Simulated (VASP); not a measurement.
# TaMn2N3 (P6/mmm) in VASP: relaxation of cell and atoms with PBE

Aim: the relaxation of cell and atoms of TaMn2N3 with PBE.

All numbers are computed with VASP 6.6.1; they aren't measurements. Logs are shortened: lines on timing, memory, paths and dates and some standing lists are left out, and cuts for length are marked.

### 1 The cell of the first run

Symmetry: P6/mmm, No. 191, hexagonal system. The conventional cell has a = 5.773 Å, b = 5.773 Å, c = 2.844 Å, α = 90.00°, β = 90.00°, γ = 120.00°. Ta (site symmetry 6/mmm) has 2 Ta at 2.84 Å and 6 N at 2.89 Å and 6 Mn at 3.33 Å within 3.7 Å. Mn (site symmetry -6m2) has 3 N at 1.67 Å within 2.2 Å. Within 2.2 Å of N (site symmetry mmm) lie 2 Mn at 1.67 Å.

The cell was generated, and may not be a known phase.

### 2 Relaxation of cell and atoms, PBE, collinear spin

The input, INCAR:

```
SYSTEM = TaMn2N3
  PREC = Accurate
  ENCUT = 600
  EDIFF = 1E-7
  ISMEAR = 0
  SIGMA = 0.1
  LREAL = .FALSE.
  LASPH = .TRUE.
  NELM = 150
  ALGO = Normal
  ISIF = 3
  LWAVE = .FALSE.
  LCHARG = .FALSE.
  ISPIN = 2
  MAGMOM = 0.19 0 0 0 0 0
  LORBIT = 11
  LMAXMIX = 4
  GGA = PE
  IBRION = 2
  NSW = 90
  EDIFFG = -0.04
```

The input, KPOINTS:

```
regular mesh
0
G
  3 3 6
  0 0 0
```

The input, POSCAR:

```
TaMn2N3
1.0
    5.7725386048      0.0000000000      0.0000000000
   -2.8862693024      4.9991650761      0.0000000000
    0.0000000000      0.0000000000      2.8443951706
Ta Mn N
1 2 3
Direct
    0.0000000000      0.0000000000      0.5000000000
    0.3333333333      0.6666666667      0.5000000000
    0.6666666667      0.3333333333      0.5000000000
    0.5000000000      0.0000000000      0.5000000000
    0.0000000000      0.5000000000      0.5000000000
    0.5000000000      0.5000000000      0.5000000000
```

Potentials or basis: VASP PAW PBE potentials, release 64 (Ta_pv, Mn_pv, N).

On the command line:

```
$ cat potpaw_PBE.64/Ta_pv/POTCAR potpaw_PBE.64/Mn_pv/POTCAR potpaw_PBE.64/N/POTCAR > POTCAR
$ mpirun -np 1 vasp_std > vasp.out
```

OUTCAR:

```text
SYSTEM = TaMn2N3
   PREC = Accurate
   ENCUT = 600
   EDIFF = 1E-7
   ISMEAR = 0
   LREAL = .FALSE.
   LASPH = .TRUE.
   NELM = 150
   ISIF = 3
   ISPIN = 2
   LORBIT = 11
   GGA = PE
   IBRION = 2
   NSW = 90
   EDIFFG = -0.04

 ion  position               nearest neighbor table
   1  0.000  0.000  0.500-   2 3.33   3 3.33   3 3.33   2 3.33   3 3.33   2 3.33
   2  0.333  0.667  0.500-   5 1.67   4 1.67   6 1.67   1 3.33   1 3.33   1 3.33
   3  0.667  0.333  0.500-   5 1.67   4 1.67   6 1.67   1 3.33   1 3.33   1 3.33
   4  0.500  0.000  0.500-   2 1.67   3 1.67
   5  0.000  0.500  0.500-   2 1.67   3 1.67
   6  0.500  0.500  0.500-   2 1.67   3 1.67

  LATTYP: Found a hexagonal cell.
 ALAT       =     5.7725386048
 C/A-ratio  =     0.4927459763

  Lattice vectors:

 A1 = (   5.7725386048,   0.0000000000,   0.0000000000)
 A2 = (  -2.8862693024,   4.9991650761,   0.0000000000)
 A3 = (   0.0000000000,   0.0000000000,   2.8443951706)

Analysis of symmetry for initial positions (statically):
=====================================================================
 Subroutine PRICEL returns:
 Original cell was already a primitive cell.

 Routine SETGRP: Setting up the symmetry group for a
 hexagonal supercell.

 Subroutine GETGRP returns: Found 24 space group operations
 (whereof 24 operations were pure point group operations)
 out of a pool of 24 trial point group operations.

The static configuration has the point symmetry D_6h.

Analysis of symmetry for dynamics (positions and initial velocities):
=====================================================================
 Subroutine PRICEL returns:
 Original cell was already a primitive cell.

 Routine SETGRP: Setting up the symmetry group for a
 hexagonal supercell.

 Subroutine GETGRP returns: Found 24 space group operations
 (whereof 24 operations were pure point group operations)
 out of a pool of 24 trial point group operations.

The dynamic configuration has the point symmetry D_6h.

Analysis of structural, dynamic, and magnetic symmetry:
=====================================================================
 Subroutine PRICEL returns:
 Original cell was already a primitive cell.

 Routine SETGRP: Setting up the symmetry group for a
 hexagonal supercell.

 Subroutine GETGRP returns: Found 24 space group operations
 (whereof 24 operations were pure point group operations)
 out of a pool of 24 trial point group operations.

The overall configuration has the point symmetry D_6h.

 Subroutine INISYM returns: Found 24 space group operations
[... 112 lines left out ...]
     AMIX_MAG =   1.60;   BMIX_MAG =  1.00
  volume/ion in A,a.u.               =      13.68        92.32
  Fermi-wavevector in a.u.,A,eV,Ry     =   1.406019  2.656991 26.897214  1.976889
  Thomas-Fermi vector in A             =   2.528422
   LORBIT       =     11    0 simple, 1 ext, 2 COOP (PROOUT), +10 PAW based schemes
   GGA     = PE    functional components
   LHFCALC =     F    Hartree Fock is set to
   AEXX    =    0.0000 exact exchange contribution
   IVDW    =     0    specifies the selected vdW correction
   LEPSILON=     F    determine dielectric tensor
   LRPA    =     F    only Hartree local field effects (RPA)
 conjugate gradient relaxation of ions
 spin polarized calculation
 Gauss-broadening in eV      SIGMA  =   0.10
  energy-cutoff  :      600.00
  volume of cell :       82.08
 maximum number of plane-waves:      2754
 NGX is ok and might be reduce to    48
   NGX = 23   NGY = 23   NGZ = 11

--------------------------------------- Ionic step        1  -------------------------------------------

 number of electron      52.0000017 magnetization      -0.0006307

 number of electron      52.0000017 magnetization       0.0000177

 Free energy of the ion-electron system (eV)
  ---------------------------------------------------
  ext. energy  EPLUGINS =         0.00000000
  ---------------------------------------------------
  free energy    TOTEN  =       -51.00213687 eV

  energy without entropy =      -50.98903744  energy(sigma->0) =      -50.99558716

------------------------ aborting loop because EDIFF is reached ----------------------------------------

  FORCE on cell =-STRESS in cart. coord.  units (eV):
  Direction    XX          YY          ZZ          XY          YZ          ZX
  --------------------------------------------------------------------------------------
  -------------------------------------------------------------------------------------
  Total        0.5597977      0.5597977     -6.0903642      0.0000000      0.0000000      0.0000000
  in kB       10.9266595     10.9266595   -118.8774808      0.0000000      0.0000000      0.0000000
  external PRESSURE =     -32.3413872 kB  Pullay stress =       0.0000000 kB
[... 197 lines left out ...]
 number of electron      52.0000023 magnetization       0.0000024

 number of electron      52.0000023 magnetization      -0.0000003

 Free energy of the ion-electron system (eV)
  ---------------------------------------------------
  ext. energy  EPLUGINS =         0.00000000
  ---------------------------------------------------
  free energy    TOTEN  =       -51.22351759 eV

  energy without entropy =      -51.21757014  energy(sigma->0) =      -51.22054386

 E-fermi :   5.5470     XC(G=0): -11.4233

 val. band max:        5.2654803177   @ k =   0.0000   0.0000   0.0000
 cond. band min:       5.5785743996   @ k =   0.3333  -0.0000   0.5000
 fundamental gap:      0.3130940820
 Fermi energy:         5.5469905546

 spin component 1

 k-point     1 :       0.0000    0.0000    0.0000
  band No.  band energies     occupation
      1     -43.5442      1.00000
      2     -43.5442      1.00000
      3     -43.5285      1.00000
      4     -43.5285      1.00000
      5     -42.4369      1.00000
      6     -42.4329      1.00000
[... 397 lines left out ...]
     30       7.6404      0.00000
     31       7.8134      0.00000
 Fermi energy:         5.5469905546

 spin component 2

 k-point     1 :       0.0000    0.0000    0.0000
  band No.  band energies     occupation
      1     -43.5442      1.00000
      2     -43.5442      1.00000
      3     -43.5285      1.00000
      4     -43.5285      1.00000
      5     -42.4369      1.00000
      6     -42.4329      1.00000
[... 430 lines left out ...]
  FREE ENERGIE OF THE ION-ELECTRON SYSTEM (eV)
  ---------------------------------------------------
  free  energy   TOTEN  =       -51.2235175858 eV

  energy  without entropy=      -51.2175701405  energy(sigma->0) =      -51.22054386

 reached required accuracy - stopping structural energy minimisation

 total charge

# of ion       s       p       d       tot
------------------------------------------
    1        0.291   6.000   2.345   8.636
    2        0.485   6.586   5.459  12.530
    3        0.485   6.586   5.459  12.530
    4        1.304   2.387   0.000   3.691
    5        1.304   2.387   0.000   3.691
    6        1.304   2.387   0.000   3.691
--------------------------------------------------
tot          5.173  26.334  13.263  44.770

 magnetization (x)

# of ion       s       p       d       tot
------------------------------------------
    1        0.000   0.000  -0.000  -0.000
    2        0.000  -0.000   0.000   0.000
    3        0.000  -0.000   0.000   0.000
    4       -0.000   0.000   0.000   0.000
    5       -0.000   0.000   0.000   0.000
    6       -0.000   0.000   0.000   0.000
--------------------------------------------------
tot          0.000   0.000  -0.000   0.000
```

OSZICAR:

```text
N       E                     dE             d eps       ncg     rms          rms(c)
DAV:   1     0.644169855189E+03    0.64417E+03   -0.31647E+04  1488   0.206E+03
DAV:   2     0.112774924945E+02   -0.63289E+03   -0.61632E+03  1537   0.568E+02
[... 78 lines left out ...]
DAV:   6    -0.512235488890E+02    0.33439E-03   -0.23363E-03  2129   0.283E-01    0.668E-02
DAV:   7    -0.512235274273E+02    0.21462E-04   -0.64332E-04  2065   0.146E-01    0.306E-02
DAV:   8    -0.512235166927E+02    0.10735E-04   -0.73146E-05  1977   0.523E-02    0.130E-02
DAV:   9    -0.512235177004E+02   -0.10076E-05   -0.84793E-06  2033   0.128E-02    0.368E-03
DAV:  10    -0.512235175629E+02    0.13743E-06   -0.90818E-07  1690   0.525E-03    0.123E-03
DAV:  11    -0.512235175858E+02   -0.22907E-07   -0.27051E-07  1311   0.230E-03
   6 F= -.51223518E+02 E0= -.51220544E+02  d E =-.296306E-02  mag=    -0.0000
```

CONTCAR:

```text
TaMn2N3
   1.00000000000000
     5.7881599061494109    0.0000000000000000    0.0000000000000000
    -2.8940799530747054    5.0126935199088960   -0.0000000000000000
     0.0000000000000000    0.0000000000000000    2.6683388494769518
  Ta              Mn              N
     1     2     3
Direct
     0.0000000000000000    0.0000000000000000    0.5000000000000000
     0.3333333332999970    0.6666666667000030    0.5000000000000000
     0.6666666667000030    0.3333333332999970    0.5000000000000000
     0.5000000000000000    0.0000000000000000    0.5000000000000000
     0.0000000000000000    0.5000000000000000    0.5000000000000000
     0.5000000000000000    0.5000000000000000    0.5000000000000000

  0.00000000E+00  0.00000000E+00  0.00000000E+00
  0.00000000E+00  0.00000000E+00  0.00000000E+00
  0.00000000E+00  0.00000000E+00  0.00000000E+00
  0.00000000E+00  0.00000000E+00  0.00000000E+00
  0.00000000E+00  0.00000000E+00  0.00000000E+00
  0.00000000E+00  0.00000000E+00  0.00000000E+00
```

It took 4.6 min on 1 thread of Intel Xeon Platinum 8488C (Sapphire Rapids), shared host; peak memory 0.31 GiB.

Results:

```yaml
Free_energy: -51.2235 eV
Relaxed_volume: 12.90 Å³/atom
Relaxed_cell: a = 5.788 Å, b = 5.788 Å, c = 2.668 Å, α = 90.00°, β = 90.00°, γ = 120.00°
Space_group_after_relaxing_to_0.1_Å: P6/mmm (No. 191)
Energy_gained_by_relaxing: 36.9 meV/atom
Ionic_steps: 6
Pressure_after_relaxing: 0.0 GPa
Band_gap_on_the_k_mesh: zero (filled and empty bands overlap)
Net_moment: 0.00 μB per cell
Valence_electrons_inside_the_program's_atomic_spheres: Ta 8.64; Mn 12.53; N 3.69
```

Stress tensor (GPa, compression positive):
```
-0.06  0.00  0.00
 0.00 -0.06  0.00
 0.00  0.00  0.22
```

Step by step:
```csv
step,energy change (eV),largest force (eV/Å),pressure (GPa),volume (Å³)
1,0.0000,0.0000,-3.23,82.08
2,-0.2091,0.0000,-2.03,78.77
3,-0.2184,0.0000,-1.52,78.06
4,-0.2184,0.0000,-1.45,77.98
5,-0.2108,0.0000,2.96,76.38
6,-0.2214,0.0000,0.03,77.42
```

Final structure:
```
Ta Mn N
1.0
     5.78816    0.00000    0.00000
    -2.89408    5.01269    0.00000
     0.00000    0.00000    2.66834
Ta Mn N
1 2 3
Direct
  0.00000 0.00000 0.50000
  0.33333 0.66667 0.50000
  0.66667 0.33333 0.50000
  0.50000 0.00000 0.50000
  0.00000 0.50000 0.50000
  0.50000 0.50000 0.50000
```

Caveat: the k points lie up to 0.42 Å⁻¹ apart in the final cell, too coarse for converged energies and pressures of a metal; spin-orbit coupling is left out, which moves the levels of the heavy elements. With open d or f shells a metallic result of PBE can be an artefact of self-interaction; +U or a hybrid may open a gap.

The gap in the log of VASP goes by the Fermi energy; the results here count the filled bands.